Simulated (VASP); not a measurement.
Wanted: the native input for a VASP 6.6.1 run.

| Item | Value |
| --- | --- |
| Task | single point |
| Functional | PBEsol |
| Potentials or basis | VASP PAW PBE potentials, release 64 (Al) |
| Cutoff | 520 eV |
| k mesh | 13 × 13 × 13 |
| Occupations | fermi-dirac, width 0.1 eV |
| Spin | no spin polarisation |
| Dipole correction | no |
| Further INCAR settings | ALGO = Normal; EDIFF = 1e-06; NBANDS = 8 |

The structure of Al lies in POSCAR:

```
Al
1.0
    2.6644540696      0.0000000000      0.0000000000
    0.0000000000      2.6644540696      0.0000000000
    0.0000000000      0.0000000000      2.6644540696
Al
1
Direct
    0.0000000000      0.0000000000      0.0000000000
```

This cell differs from its parent crystal: volume scaled by 0.96.

One way to write it, as run:

INCAR

```
SYSTEM = Al
PREC = Accurate ; ENCUT = 520
EDIFF = 1E-6 ; ISMEAR = -1
SIGMA = 0.1 ; LREAL = .FALSE.
LASPH = .TRUE. ; NELM = 80
ALGO = Normal ; ISIF = 2
LWAVE = .FALSE. ; LCHARG = .FALSE.
GGA = PS ; NBANDS = 8
```

KPOINTS

```
regular mesh
0
G
  13 13 13
  0 0 0
```

Potentials or basis: VASP PAW PBE potentials, release 64 (Al).

The run is started by

```sh
$ cat potpaw_PBE.64/Al/POTCAR > POTCAR
$ mpirun -np 1 vasp_std > vasp.out
```

Results of the run:

```
Pressure : 2.8 GPa
```

Caveat: the PAW data sets were made with another functional, which shifts forces and pressure a little.

It took 3.7 s on 1 thread of Intel Xeon 6975P-C, on a shared host, peak memory 0.12 GiB.
